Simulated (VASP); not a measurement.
Input of a VASP 6.6.1 run:

File INCAR:

```
SYSTEM = As2Pb
PREC = Accurate
ENCUT = 520
EDIFF = 1E-6
ISMEAR = 0
SIGMA = 0.1
LREAL = .False.
LASPH = .True.
NELM = 100
ALGO = Normal
ISIF = 2
LWAVE = .False.
LCHARG = .False.
GGA = PE
NBANDS = 19
```

Contents of KPOINTS:

```
Automatic mesh
0
Gamma
  12 12 8
  0 0 0
```

The input POSCAR:

```
As2Pb
1.0
    3.9027150201      0.0000000000      0.0000000000
    0.0000000000      3.9027150201      0.0000000000
    0.0000000000      0.0000000000      5.5028864554
As Pb
2 1
Direct
    0.5000000000      0.5000000000      0.7082204031
    0.5000000000      0.5000000000      0.2917795969
    0.0000000000      0.0000000000      0.0000000000
```

Potentials or basis: VASP PAW PBE potentials, release 64 (As, Pb_d).

The run is started by

```bash
$ cat potpaw_PBE.64/As/POTCAR potpaw_PBE.64/Pb_d/POTCAR > POTCAR
$ mpirun -np 1 vasp_std > vasp.out
```

Task: Estimate the band gap on the k mesh.

Result: Zero (band 12 reaches 6.30 eV, above the bottom of band 13 at 2.91 eV).

Task: What does it give for the largest force?

Result: 0.063 eV/Å.

Forces in eV/Å, atoms in the order of the input:
```
As   0.000  0.000  0.063
As   0.000  0.000 -0.063
Pb   0.000  0.000  0.000
```

Caveat: spin-orbit coupling is left out, which moves the levels of the heavy elements.
